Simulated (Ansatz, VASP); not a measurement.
NaLiCl2 in VASP and in Ansatz

```
Li Na Cl
1.0
     1.89160    1.09211    6.24764
    -1.89160    1.09211    6.24764
     0.00000   -2.18423    6.24764
Li Na Cl
1 1 2
Direct
  0.00000 0.00000 0.00000
  0.50000 0.50000 0.50000
  0.25669 0.25669 0.25669
  0.74331 0.74331 0.74331
```

Alike in both runs: task single point; functional LDA; k mesh 8 × 8 × 8; no spin polarisation.

|  | VASP | Ansatz |
| --- | --- | --- |
| version | VASP 6.6.1 | Ansatz 0.2.0 |
| potentials or method | VASP PAW LDA potentials, release 64 (Li_sv, Na_pv, Cl) | plane waves, PAW |
| plane-wave cutoff (eV) | 520 | 420 |
| occupations | gaussian, width 0.01 eV | fixed |
| valence electrons in the cell | 24 | 26 |

|  | VASP | Ansatz | Ansatz less VASP |
| --- | --- | --- | --- |
| gap on the k mesh at the Fermi level (eV) | 5.22 | 5.21 | -0.011 |

LDA's correlation is that of Perdew and Zunger in VASP and of Perdew and Wang (1992) in Ansatz. VASP's potentials hold 24 valence electrons a cell and Ansatz's 26, so a difference there can come from the potentials and not from the codes.

Noted on VASP's run: the cutoff is short for stress, so the pressure is rough.
